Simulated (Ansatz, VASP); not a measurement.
**Ba: VASP beside Ansatz**

The input POSCAR:

```
Ba
1.0
    7.0151691642      0.0000000000      0.0000000000
   -3.5075845821      6.0753147081      0.0000000000
    0.0000000000      0.0000000000      4.1167636259
Ba
3
Direct
    1.0000000000      0.0000000000      1.0000000000
    0.3333333333      0.6666666667      0.5000000000
    0.6666666667      0.3333333333      0.5000000000
```

File INCAR.step1:

```
  PREC = Accurate
  ENCUT = 520
  ISMEAR = -1
  SIGMA = 0.1
  LREAL = F
  LASPH = T
  NELM = 80
  NBANDS = 22
  GGA = PE
  ALGO = Normal
  EDIFF = 1E-4
  LWAVE = T
  LCHARG = F
```

The input INCAR.step2:

```
  PREC = Accurate
  ENCUT = 520
  EDIFF = 1E-6
  ISMEAR = -1
  SIGMA = 0.1
  LREAL = F
  LASPH = T
  NELM = 80
  ALGO = Normal
  ISIF = 2
  LWAVE = F
  LCHARG = F
  METAGGA = R2SCAN
  LMIXTAU = T
  NBANDS = 22
  ISTART = 1
```

Contents of KPOINTS:

```
regular mesh
0
Gamma
  6 6 8
```

Input for Ansatz:

```yaml
crystal:
  lattice:
    - [7.0151691642, 0.0, 0.0]
    - [-3.5075845821, 6.0753147081, 0.0]
    - [0.0, 0.0, 4.1167636259]
  atoms:
    - { symbol: Ba, position: [1.0, 0.0, 1.0] }
    - { symbol: Ba, position: [0.3333333333, 0.6666666667, 0.5] }
    - { symbol: Ba, position: [0.6666666667, 0.3333333333, 0.5] }
hamiltonian:
  xc: r2scan
  pseudopotentials:
    kind: paw
    azcp:
      Ba: "pseudopotentials/Ba.paw.azcp"
basis:
  ecutwfc: 500
  fft_grid_basis: typed
kpoints:
  mp_grid: { grid: [6, 6, 8], shift: [0, 0, 0] }
magnetization:
  spin_polarized: false
scf:
  occupations: { method: fermi_dirac, width: 0.1 }
  lower_state_search: "off"
output:
  stress: true
```

Alike in both runs: task single point; functional r2SCAN; k mesh 6 × 6 × 8; occupations fermi-dirac, width 0.1 eV; no spin polarisation.

|  | VASP | Ansatz |
| --- | --- | --- |
| version | VASP 6.6.1 | Ansatz 0.2.0 |
| potentials or method | VASP PAW PBE potentials, release 64 (Ba_sv), cutoff 520 eV | plane waves (500 eV) with PAW, scalar-relativistic |
| valence electrons in the cell | 30 | 30 |

Ansatz gave:

| Property | Result |
| --- | --- |
| pressure (GPa) | 1.2 |

What did VASP give for the same quantities?

Pressure (GPa): 1.3.

VASP's potentials were made for PBE, not for r2SCAN.

Neither program's run includes spin-orbit coupling.
